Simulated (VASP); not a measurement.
# Ge2N (Fd-3m) in VASP: further runs

Runs on Ge2N. Level: PBE. Tasks: single point, relaxation of cell and atoms.

All numbers are computed with VASP 6.6.1; they aren't measurements. Logs are shortened: lines on timing, memory, paths and dates and some standing lists are left out, and cuts for length are marked.

## 1. The cell of the first run

Symmetry: Fd-3m, No. 227, cubic system. The conventional cell has a = 7.386 Å, b = 7.386 Å, c = 7.386 Å, α = 90.00°, β = 90.00°, γ = 90.00°. Ge (site symmetry -3m) has 6 Ge at 2.61 Å and 6 N at 3.06 Å within 3.4 Å. Within 4.0 Å of N (site symmetry -43m) lie 12 Ge at 3.06 Å and 4 N at 3.20 Å.

The cell was generated, and may not be a known phase.

## 2. Single point, PBE

INCAR

```
  ALGO = Normal
  EDIFF = 1E-6
  ENCUT = 520
  GGA = PE
  ISIF = 2
  ISMEAR = 0
  LASPH = True
  LCHARG = False
  LREAL = False
  LWAVE = False
  NBANDS = 42
  NELM = 60
  PREC = Accurate
  SIGMA = 0.1
```

KPOINTS

```
k-points
0
Gamma
  10 10 10
```

POSCAR

```
Ge2N
1.0
    0.0000000000      3.6931459393      3.6931459393
    3.6931459393      0.0000000000      3.6931459393
    3.6931459393      3.6931459393      0.0000000000
Ge N
4 2
Direct
    0.1250000000      0.1250000000      0.1250000000
    0.6250000000      0.1250000000      0.1250000000
    0.1250000000      0.1250000000      0.6250000000
    0.1250000000      0.6250000000      0.1250000000
    0.5000000000      0.5000000000      0.5000000000
    0.7500000000      0.7500000000      0.7500000000
```

Potentials or basis: VASP PAW PBE potentials, release 64 (Ge_d, N).

The run is started by

```console
$ cat potpaw_PBE.64/Ge_d/POTCAR potpaw_PBE.64/N/POTCAR > POTCAR
$ mpirun -np 1 vasp_std > vasp.out
```

OUTCAR:

```text
EDIFF = 1E-6
   ENCUT = 520
   GGA = PE
   ISIF = 2
   ISMEAR = 0
   LASPH = True
   LREAL = False
   NELM = 60
   PREC = Accurate

 ion  position               nearest neighbor table
   1  0.125  0.125  0.125-   2 2.61   3 2.61   4 2.61   3 2.61   4 2.61   2 2.61
   2  0.625  0.125  0.125-   1 2.61   3 2.61   4 2.61   1 2.61   3 2.61   4 2.61
   3  0.125  0.125  0.625-   1 2.61   1 2.61   2 2.61   4 2.61   4 2.61   2 2.61
   4  0.125  0.625  0.125-   1 2.61   3 2.61   1 2.61   2 2.61   3 2.61   2 2.61
   5  0.500  0.500  0.500-
   6  0.750  0.750  0.750-

  LATTYP: Found a face centered cubic cell.
 ALAT       =     7.3862918786

  Lattice vectors:

 A1 = (   0.0000000000,   3.6931459393,   3.6931459393)
 A2 = (   3.6931459393,   0.0000000000,   3.6931459393)
 A3 = (   3.6931459393,   3.6931459393,   0.0000000000)

Analysis of symmetry for initial positions (statically):
=====================================================================
 Subroutine PRICEL returns:
 Original cell was already a primitive cell.

 Routine SETGRP: Setting up the symmetry group for a
 face centered cubic supercell.

 Subroutine GETGRP returns: Found 48 space group operations
 (whereof 24 operations were pure point group operations)
 out of a pool of 48 trial point group operations.

The static configuration has the point symmetry T_d .
 The point group associated with its full space group is O_h .

Analysis of symmetry for dynamics (positions and initial velocities):
=====================================================================
 Subroutine PRICEL returns:
 Original cell was already a primitive cell.

 Routine SETGRP: Setting up the symmetry group for a
 face centered cubic supercell.

 Subroutine GETGRP returns: Found 48 space group operations
 (whereof 24 operations were pure point group operations)
 out of a pool of 48 trial point group operations.

The dynamic configuration has the point symmetry T_d .
 The point group associated with its full space group is O_h .

 Subroutine INISYM returns: Found 48 space group operations
 (whereof 24 operations are pure point group operations),
 and found     1 'primitive' translations

----------------------------------------------------------------------------------------

                                     Primitive cell

  volume of cell :     100.7440

  direct lattice vectors                    reciprocal lattice vectors
     0.000000000  3.693145939  3.693145939    -0.135385931  0.135385931  0.135385931
     3.693145939  0.000000000  3.693145939     0.135385931 -0.135385931  0.135385931
     3.693145939  3.693145939  0.000000000     0.135385931  0.135385931 -0.135385931

  length of vectors
     5.222897075  5.222897075  5.222897075     0.234495311  0.234495311  0.234495311

  position of ions in fractional coordinates (direct lattice)
     0.125000000  0.125000000  0.125000000
     0.625000000  0.125000000  0.125000000
     0.125000000  0.125000000  0.625000000
     0.125000000  0.625000000  0.125000000
     0.500000000  0.500000000  0.500000000
     0.750000000  0.750000000  0.750000000

  ion indices of the primitive-cell ions
   primitive index   ion index
                 1           1
                 2           2
                 3           3
                 4           4
                 5           5
                 6           6

----------------------------------------------------------------------------------------

 KPOINTS: k-points

Automatic generation of k-mesh.
 Grid dimensions read from file:
 generate k-points for:   10   10   10

 Generating k-lattice:

  Cartesian coordinates                     Fractional coordinates (reciprocal lattice)
    -0.013538593  0.013538593  0.013538593     0.100000000  0.000000000  0.000000000
     0.013538593 -0.013538593  0.013538593     0.000000000  0.100000000  0.000000000
     0.013538593  0.013538593 -0.013538593     0.000000000  0.000000000  0.100000000

  Length of vectors
     0.023449531  0.023449531  0.023449531

  Shift w.r.t. Gamma in fractional coordinates (k-lattice)
     0.000000000  0.000000000  0.000000000

 Subroutine IBZKPT returns following result:
 ===========================================

 Found     47 irreducible k-points:

 Following reciprocal coordinates:
            Coordinates               Weight
  0.000000  0.000000  0.000000      1.000000
  0.100000  0.000000  0.000000      8.000000
  0.200000  0.000000  0.000000      8.000000
  0.300000  0.000000  0.000000      8.000000
  0.400000  0.000000  0.000000      8.000000
  0.500000  0.000000  0.000000      4.000000
[... 16 lines left out ...]
  0.300000  0.300000  0.000000      6.000000
  0.400000  0.300000  0.000000     24.000000
 [... further k-points ...]
   k-points           NKPTS =     47   k-points in BZ     NKDIM =     47   number of bands    NBANDS=     42
   number of dos      NEDOS =    301   number of ions     NIONS =      6
   total plane-waves  NPLWV =  64000
   dimension x,y,z NGX =    40 NGY =   40 NGZ =   40
   dimension x,y,z NGXF=    80 NGYF=   80 NGZF=   80
   ions per type =               4   2
   NGX,Y,Z   is equivalent  to a cutoff of  12.73, 12.73, 12.73 a.u.
   NGXF,Y,Z  is equivalent  to a cutoff of  25.46, 25.46, 25.46 a.u.
 SYSTEM =  unknown system
   PREC   = accura    normal or accurate (medium, high low for compatibility)
   ISTART =      0    job   : 0-new  1-cont  2-samecut
   ICHARG =      2    charge: 1-file 2-atom 10-const
   ISPIN  =      1    spin polarized calculation?
   LNONCOLLINEAR =      F non collinear calculations
   LSORBIT =      F    spin-orbit coupling
   LASPH  =      T    aspherical Exc in radial PAW
   ENCUT  =  520.0 eV  38.22 Ry    6.18 a.u.   9.71  9.71  9.71*2*pi/ulx,y,z
   NELM   =     60;   NELMIN=  2; NELMDL= -5     # of ELM steps
   EDIFF  = 0.1E-05   stopping-criterion for ELM
   LREAL  =      F    real-space projection
   EDIFFG = 0.1E-04   stopping-criterion for IOM
   NSW    =      0    number of steps for IOM
   IBRION =     -1    ionic relax: 0-MD 1-quasi-New 2-CG
   NFREE  =      0    steps in history (QN), initial steepest desc. (CG)
   ISIF   =      2    stress and relaxation
   ISYM   =      2    0-nonsym 1-usesym 2-fastsym
   POTIM  = 0.5000    time-step for ionic-motion
   TEBEG  =    0.0;   TEEND  =   0.0 temperature during run
   PSTRESS=    0.0 pullay stress
   NELECT =      66.0000    total number of electrons
   NUPDOWN=      -1.0000    fix difference up-down
   EMIN   =  10.00;   EMAX   =-10.00  energy-range for DOS
   EFERMI =   0.00;   METHOD = LEGACY
   ISMEAR =     0;   SIGMA  =   0.10  broadening in eV -4-tet -1-fermi 0-gaus
   EFERMI_NEDOS =   21; number of points for ismear=-14 and -15
   IALGO  =     38    algorithm
   IMIX   =      4    mixing-type and parameters
     AMIX     =   0.40;   BMIX     =  1.00
     AMIX_MAG =   1.60;   BMIX_MAG =  1.00
  volume/ion in A,a.u.               =      16.79       113.31
  Fermi-wavevector in a.u.,A,eV,Ry     =   1.421837  2.686881 27.505799  2.021619
  Thomas-Fermi vector in A             =   2.542604
   LORBIT       =      0    0 simple, 1 ext, 2 COOP (PROOUT), +10 PAW based schemes
   GGA     = PE    functional components
   LHFCALC =     F    Hartree Fock is set to
   AEXX    =    0.0000 exact exchange contribution
   IVDW    =     0    specifies the selected vdW correction
   LEPSILON=     F    determine dielectric tensor
   LRPA    =     F    only Hartree local field effects (RPA)
 non-spin polarized calculation
 Gauss-broadening in eV      SIGMA  =   0.10
  energy-cutoff  :      520.00
  volume of cell :      100.74
 maximum number of plane-waves:      2737
   NGX = 19   NGY = 19   NGZ = 19

 number of electron      65.9999980 magnetization

 Free energy of the ion-electron system (eV)
  ---------------------------------------------------
  ext. energy  EPLUGINS =         0.00000000
  ---------------------------------------------------
  free energy    TOTEN  =       -23.24412660 eV

  energy without entropy =      -23.21273713  energy(sigma->0) =      -23.22843187

 E-fermi :   4.7739     XC(G=0): -10.8236

 val. band max:        4.7723892470   @ k =  -0.4000   0.5000   0.1000
 cond. band min:       4.7784798904   @ k =   0.3000   0.2000   0.1000
 fundamental gap:      0.0060906435
 Fermi energy:         4.7739078407

 k-point     1 :       0.0000    0.0000    0.0000
  band No.  band energies     occupation
      1     -20.3606      2.00000
      2     -20.2664      2.00000
      3     -20.2664      2.00000
      4     -20.2664      2.00000
      5     -20.2647      2.00000
      6     -20.2647      2.00000
[... 34 lines left out ...]
     41      13.2802      0.00000
     42      13.2802      0.00000

 k-point     2 :       0.1000    0.0000    0.0000
  band No.  band energies     occupation
      1     -20.3547      2.00000
      2     -20.2648      2.00000
      3     -20.2648      2.00000
      4     -20.2647      2.00000
      5     -20.2582      2.00000
      6     -20.2582      2.00000
[... 34 lines left out ...]
     41      12.6225      0.00000
     42      13.3039      0.00000

 k-point     3 :       0.2000    0.0000    0.0000
  band No.  band energies     occupation
      1     -20.3393      2.00000
      2     -20.2629      2.00000
      3     -20.2629      2.00000
      4     -20.2584      2.00000
      5     -20.2368      2.00000
      6     -20.2368      2.00000
[... 34 lines left out ...]
     41      11.7890      0.00000
     42      13.0429      0.00000

 k-point     4 :       0.3000    0.0000    0.0000
  band No.  band energies     occupation
      1     -20.3211      2.00000
      2     -20.2608      2.00000
      3     -20.2607      2.00000
      4     -20.2442      2.00000
      5     -20.2037      2.00000
      6     -20.2037      2.00000
[... 844 lines left out ...]
     41      11.4757      0.00000
     42      11.6829      0.00000

 k-point    23 :       0.3000    0.3000    0.0000
  band No.  band energies     occupation
      1     -20.2993      2.00000
      2     -20.2606      2.00000
      3     -20.2464      2.00000
      4     -20.2116      2.00000
      5     -20.2116      2.00000
      6     -20.1998      2.00000
[... 34 lines left out ...]
     41      10.4821      0.00000
     42      10.4821      0.00000

 k-point    24 :       0.4000    0.3000    0.0000
  band No.  band energies     occupation
      1     -20.2830      2.00000
      2     -20.2572      2.00000
      3     -20.2390      2.00000
      4     -20.2051      2.00000
      5     -20.1890      2.00000
      6     -20.1684      2.00000
[... 34 lines left out ...]
     41      10.1849      0.00000
     42      10.3969      0.00000

 [... further k-points ...]

------------------------ aborting loop because EDIFF is reached ----------------------------------------

  FORCE on cell =-STRESS in cart. coord.  units (eV):
  Direction    XX          YY          ZZ          XY          YZ          ZX
  --------------------------------------------------------------------------------------
  -------------------------------------------------------------------------------------
  Total       -0.0135956     -0.0135956     -0.0135956     -0.0000000     -0.0000000      0.0000000
  in kB       -0.2162163     -0.2162163     -0.2162163     -0.0000000     -0.0000000      0.0000000
  external PRESSURE =      -0.2162163 kB  Pullay stress =       0.0000000 kB

 VOLUME and BASIS-vectors are now :
 -----------------------------------------------------------------------------
  energy-cutoff  :      520.00
  volume of cell :      100.74
      direct lattice vectors                 reciprocal lattice vectors
     0.000000000  3.693145939  3.693145939    -0.135385931  0.135385931  0.135385931
     3.693145939  0.000000000  3.693145939     0.135385931 -0.135385931  0.135385931
     3.693145939  3.693145939  0.000000000     0.135385931  0.135385931 -0.135385931

 POSITION                                       TOTAL-FORCE (eV/Angst)
 -----------------------------------------------------------------------------------
      0.92329      0.92329      0.92329         0.000000      0.000000      0.000000
      0.92329      2.76986      2.76986         0.000000      0.000000      0.000000
      2.76986      2.76986      0.92329         0.000000      0.000000      0.000000
      2.76986      0.92329      2.76986         0.000000      0.000000      0.000000
      3.69315      3.69315      3.69315        -0.000000     -0.000000     -0.000000
      5.53972      5.53972      5.53972         0.000000      0.000000      0.000000
 -----------------------------------------------------------------------------------
    total drift:                                0.000000     -0.000000      0.000000

  FREE ENERGIE OF THE ION-ELECTRON SYSTEM (eV)
  ---------------------------------------------------
  free  energy   TOTEN  =       -23.2441266013 eV

  energy  without entropy=      -23.2127371306  energy(sigma->0) =      -23.22843187
```

Run time: 3.9 min. Hardware: 1 thread of Intel Xeon 8259CL, shared host; peak memory 0.33 GiB.

Results:

```yaml
Free_energy: -23.2441 eV
Pressure: 0.0 GPa
Band_gap_on_the_k_mesh: zero (bands 33 and 34 overlap by 0.81 eV)
```

Levels at points of the mesh, in eV from the Fermi level:
```csv
k point,band 30,band 31,band 32,band 33,band 34,band 35,band 36,band 37
"(0.00, 0.00, 0.00)",-3.75,-1.44,-1.44,-1.44,-0.62,-0.62,1.23,1.23
"(0.50, 0.00, 0.00)",-1.11,-0.62,-0.62,0.19,0.40,0.40,2.31,2.74
"(0.50, 0.50, 0.00)",-0.91,-0.27,-0.27,0.01,0.01,1.73,1.73,2.17
```

## 3. Relaxation of cell and atoms, PBE

INCAR

```
ALGO = Normal
EDIFF = 1E-6
EDIFFG = -0.01
ENCUT = 600
GGA = PE
IBRION = 2
ISIF = 3
ISMEAR = 0
LASPH = T
LCHARG = F
LREAL = F
LWAVE = F
NELM = 60
NSW = 100
PREC = Accurate
SIGMA = 0.1
```

KPOINTS is that of step 2.

POSCAR: that of step 2 with these lines changed.

```diff
@@ -2,5 +2,5 @@
 1.0
-    0.0000000000      3.6931459393      3.6931459393
-    3.6931459393      0.0000000000      3.6931459393
-    3.6931459393      3.6931459393      0.0000000000
+    0.0000000000      3.6942311325      3.6942311325
+    3.6942311325      0.0000000000      3.6942311325
+    3.6942311325      3.6942311325      0.0000000000
 Ge N
```

Potentials or basis: VASP PAW PBE potentials, release 64 (Ge_d, N).

The run is started by

```console
$ cat potpaw_PBE.64/Ge_d/POTCAR potpaw_PBE.64/N/POTCAR > POTCAR
$ mpirun -np 1 vasp_std > vasp.out
```

Run time: 9.5 min. Hardware: 1 thread of Intel Xeon 8259CL, shared host; peak memory 0.39 GiB.

Results (log left out):

| Item | Value |
| --- | --- |
| Free energy | -23.2468 eV |
| Relaxed volume | 16.78 Å³/atom |
| Relaxed cell | a = 5.222 Å, b = 5.222 Å, c = 5.222 Å, α = 60.00°, β = 60.00°, γ = 60.00° |
| Space group after relaxing (to 0.1 Å) | Fd-3m (No. 227) |
| Energy gained by relaxing | 0.0 meV/atom |
| Ionic steps | 3 |
| Pressure after relaxing | -0.1 GPa |
| Band gap on the k mesh | zero (bands 33 and 34 overlap by 0.81 eV) |

Final structure:
```
Ge N
1.0
     0.00000    3.69271    3.69271
     3.69271    0.00000    3.69271
     3.69271    3.69271    0.00000
Ge N
4 2
Cartesian
  0.9232 0.9232 0.9232
  0.9232 2.7695 2.7695
  2.7695 2.7695 0.9232
  2.7695 0.9232 2.7695
  3.6927 3.6927 3.6927
  5.5391 5.5391 5.5391
```

Levels at points of the mesh, in eV from the Fermi level:
```
           k point  band 30  band 31  band 32  band 33  band 34  band 35  band 36  band 37
(0.00, 0.00, 0.00)    -3.75    -1.44    -1.44    -1.44    -0.62    -0.62     1.23     1.23
(0.50, 0.00, 0.00)    -1.11    -0.62    -0.62     0.19     0.40     0.40     2.31     2.74
(0.50, 0.50, 0.00)    -0.91    -0.27    -0.27     0.01     0.01     1.73     1.73     2.17
```
